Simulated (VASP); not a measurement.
**Ti2C: single point with LDA**

Ti2C:

```xyz
3
Lattice="1.5353 0.8864 4.8477 -1.5353 0.8864 4.8477 0.0000 -1.7728 4.8477" Properties=species:S:1:pos:R:3 pbc="T T T"
Ti    0.0000    0.0000    3.5478
Ti    0.0000    0.0000   10.9952
C     0.0000    0.0000    7.2715
```

```json
{"Program": "VASP 6.6.1", "Task": "single point", "Functional": "LDA", "Potentials or basis": "VASP PAW LDA potentials, release 64 (Ti_sv, C)", "Cutoff": "520 eV", "k mesh": "14 × 14 × 14", "Occupations": "fermi-dirac, width 0.05 eV", "Spin": "no spin polarisation", "Dipole correction": "no", "Further INCAR settings": "ALGO = Normal; EDIFF = 1e-06; NBANDS = 21"}
```

- Pressure: -6.7 GPa
- Largest force: 0.049 eV/Å
- Band gap on the k mesh: zero (bands 14 and 15 overlap by 0.88 eV)

Forces in eV/Å, atoms in the order of the input:
```
Ti   0.000  0.000  0.049
Ti   0.000  0.000 -0.049
C    0.000  0.000  0.000
```

Levels at points of the mesh, in eV from the Fermi level:
```tsv
k point	band 10	band 11	band 12	band 13	band 14	band 15	band 16	band 17	band 18	band 19
(0.00, 0.00, 0.00)	-4.88	-2.62	-2.62	-1.94	0.47	0.47	0.95	1.91	1.91	2.98
(0.50, 0.00, 0.00)	-4.68	-2.96	-2.50	-1.29	-0.87	0.12	1.91	2.74	2.81	3.13
(0.50, 0.50, 0.00)	-5.02	-2.82	-2.65	-1.67	-0.75	0.87	2.48	2.84	2.96	3.34
(0.50, 0.50, 0.50)	-5.60	-2.50	-2.50	-1.00	0.23	0.81	0.81	1.74	1.74	2.17
```

Run time: 15 min on 1 thread of AMD EPYC 7R13 (shared host), peak memory 0.33 GiB.

Caveat: the cell stands under tension.
